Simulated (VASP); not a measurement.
A run of VASP 6.6.1:

File INCAR:

```
ALGO     = Normal         # electronic algorithm
DIPOL    = 0.5 0.5 0.500
EDIFF    = 1E-6           # SCF threshold, eV
ENCUT    = 520            # plane-wave cutoff, eV
GGA      = PE             # functional
IDIPOL   = 3            
ISIF     = 2              # what is computed and relaxed
ISMEAR   = 0              # smearing method
IVDW     = 12             # dispersion correction
LASPH    = True           # aspherical terms in the spheres
LCHARG   = False          # write CHGCAR
LDIPOL   = True         
LREAL    = False          # projectors in reciprocal space
LWAVE    = False          # write WAVECAR
NBANDS   = 16             # bands
NELM     = 80             # most SCF steps
PREC     = Accurate       # precision mode
SIGMA    = 0.02           # smearing width, eV
```

The input KPOINTS:

```
k-points
0
Gamma
  10 10 1
```

POSCAR

```
BN
1.0
    2.5087542034      0.0014369843      0.0000000000
    1.2531178291      2.1733719020      0.0000000000
    0.0000000000      0.0000000000     32.6000000000
B N
2 2
Direct
    0.4999824924      0.4999824924      0.4451283756
    0.1666841743      0.1666841743      0.5548716244
    0.8333164354      0.8333164354      0.4450976206
    0.8333502312      0.8333502312      0.5549023794
```

Potentials or basis: VASP PAW PBE potentials, release 64 (B, N).

The run is started by

```console
$ cat potpaw_PBE.64/B/POTCAR potpaw_PBE.64/N/POTCAR > POTCAR
$ mpirun -np 1 vasp_std > vasp.out
```

Hardware: 1 thread of Intel(R) Xeon(R) 6975P-C (Granite Rapids) (shared host).

Problem. How long does it take, and how much memory?

Solution. Run time: 77 s on 1 thread of Intel(R) Xeon(R) 6975P-C (Granite Rapids), on a shared host, peak memory 0.34 GiB. Counts: scf iterations 22, k points 31.
